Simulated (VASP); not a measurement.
Here is a VASP 6.6.1 calculation.

Contents of POSCAR:

```
Mg3SiO
1.0
    4.2250593667      0.0000000000      0.0000000000
    0.0000000000      4.2250593667      0.0000000000
    0.0000000000      0.0000000000      4.2250593667
Si O Mg
1 1 3
Direct
    0.0000000000      0.0000000000      0.0000000000
    0.5000000000      0.5000000000      0.5000000000
    0.5000000000      0.5000000000      0.0000000000
    0.5000000000      0.0000000000      0.5000000000
    0.0000000000      0.5000000000      0.5000000000
```

Contents of INCAR.step1:

```
ALGO = Normal
EDIFF = 1E-4
ENCUT = 520
GGA = PE
ISMEAR = -1
LASPH = True
LCHARG = False
LREAL = False
LWAVE = True
NBANDS = 16
NELM = 60
PREC = Accurate
SIGMA = 0.02
```

Contents of INCAR.step2:

```
ALGO = Normal
EDIFF = 1E-6
ENCUT = 520
ISIF = 2
ISMEAR = -1
ISTART = 1
LASPH = True
LCHARG = False
LMIXTAU = True
LREAL = False
LWAVE = False
METAGGA = R2SCAN
NBANDS = 16
NELM = 60
PREC = Accurate
SIGMA = 0.02
```

The input KPOINTS:

```
k-points
0
Gamma
  6 6 6
```

Potentials or basis: VASP PAW PBE potentials, release 64 (Si, O, Mg).

Command:

```console
$ cat potpaw_PBE.64/Si/POTCAR potpaw_PBE.64/O/POTCAR potpaw_PBE.64/Mg/POTCAR > POTCAR
$ cp INCAR.step1 INCAR
$ mpirun -np 1 vasp_std > vasp.out
$ cp INCAR.step2 INCAR
$ mpirun -np 1 vasp_std > vasp.out
```

Problem. Estimate the band gap on the k mesh.

Solution. 0.30 eV (least direct gap 0.32 eV).

Problem. Predict the pressure.

Solution. -3.0 GPa.

Caveat: the cell stands under tension; the PAW data sets were made with another functional, which shifts forces and pressure a little. A k mesh can miss the band edges.
